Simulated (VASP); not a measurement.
The system is Bi.

```
CELL_PARAMETERS angstrom
-2.00750 2.00750 2.00750
2.00750 -2.00750 2.00750
2.00750 2.00750 -2.00750
ATOMIC_POSITIONS crystal
Bi 0.00000 0.00000 0.00000
```

This cell differs from its parent crystal: volume scaled by 1.04.

Base run:

```yaml
Program: VASP 6.6.1
Functional: PBEsol
Potentials_or_basis: VASP PAW PBE potentials, release 64 (Bi_d)
Cutoff: 520 eV
k_mesh: 9 × 9 × 9
Occupations: fermi-dirac, width 0.05 eV
Spin: no spin polarisation
```

Its results: pressure -3.8 GPa.

The run is repeated on the same cell with these changes: functional from PBEsol to LDA; potentials or basis from VASP PAW PBE potentials, release 64 (Bi_d) to VASP PAW LDA potentials, release 64 (Bi_d). What comes out?

Pressure -5.0 GPa.

Caveats: the PAW data sets were made with another functional, which shifts forces and pressure a little (some runs).
